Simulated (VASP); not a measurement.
LuTl3, 4 atoms in the cell. The structure is cubic, space group Pm-3m (No. 221). The conventional cell has a = 4.648 Å, b = 4.648 Å, c = 4.648 Å, α = 90.00°, β = 90.00°, γ = 90.00°. Within 4.3 Å of Lu (site symmetry m-3m) lie 12 Tl at 3.29 Å. Within 4.3 Å of Tl (site symmetry 4/mmm) lie 4 Lu at 3.29 Å and 8 Tl at 3.29 Å. 

- Program: VASP 6.6.1
- Task: single point
- Functional: PBEsol
- Potentials or basis: VASP PAW PBE potentials, release 64 (Lu, Tl_d)
- Cutoff: 520 eV
- k mesh: 5 × 5 × 5
- Occupations: methfessel-paxton, width 0.1 eV
- Spin: no spin polarisation
- Dipole correction: no
- Further INCAR settings: ALGO = Normal; EDIFF = 1e-07; NBANDS = 40

Potentials or basis: VASP PAW PBE potentials, release 64 (Lu, Tl_d).

The run is started by

```sh
$ cat potpaw_PBE.64/Lu/POTCAR potpaw_PBE.64/Tl_d/POTCAR > POTCAR
$ mpirun -np 1 vasp_std > vasp.out
```

Hardware: 1 thread of AMD EPYC 9R45 96-Core Processor (Zen 5) (shared host).

Q: How long does it take, and how much memory?

A: It took 28 s on 1 thread of AMD EPYC 9R45 96-Core Processor (Zen 5), with other jobs on the host, peak memory 0.19 GiB. Counts: scf iterations 14, k points 10.
